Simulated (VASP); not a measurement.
Runs of VASP 6.6.1 on La. The structure is that of space group P6_3/mmc (No. 194), or close to it. The cells are those of the table. 

| task | level | potentials or basis | spin | cell | gap on the mesh (eV) | pressure (GPa) |
| --- | --- | --- | --- | --- | --- | --- |
| electric field gradients | r2SCAN | VASP PAW PBE potentials, release 64 (La) | off | a = 3.750, b = 3.750, c = 6.070 Å, angles 90.0, 90.0, 120.0°, 2 atoms | none | 0.7 |
| single point | PBE | VASP PAW PBE potentials, release 64 (La) | non-collinear, zero start, SOC | a = 3.750, b = 3.750, c = 6.070 Å, angles 90.0, 90.0, 120.0°, 2 atoms | - | 0.5 |
| electric field gradients | LDA | VASP PAW LDA potentials, release 64 (La) | off | a = 3.799, b = 3.799, c = 6.150 Å, angles 90.0, 90.0, 120.0°, 2 atoms | none | -3.8 |
| electric field gradients | PBEsol | VASP PAW PBE potentials, release 64 (La) | off | a = 3.799, b = 3.799, c = 6.150 Å, angles 90.0, 90.0, 120.0°, 2 atoms | none | (a) |

Alike in all rows: k mesh 11 × 11 × 6; cutoff (eV) 520; smearing fermi-dirac 0.08 eV.

**Question.** Estimate the missing entries.

**Answer.** (a) -2.4.

Caveats: spin-orbit coupling is left out, which moves the levels of the heavy elements (some runs); the PAW data sets were made with another functional, which shifts forces and pressure a little (some runs).

A k mesh can miss the band edges, and rows without SOC leave out spin-orbit coupling on La.

A gap of «none» marks levels without a gap at the run's occupations.
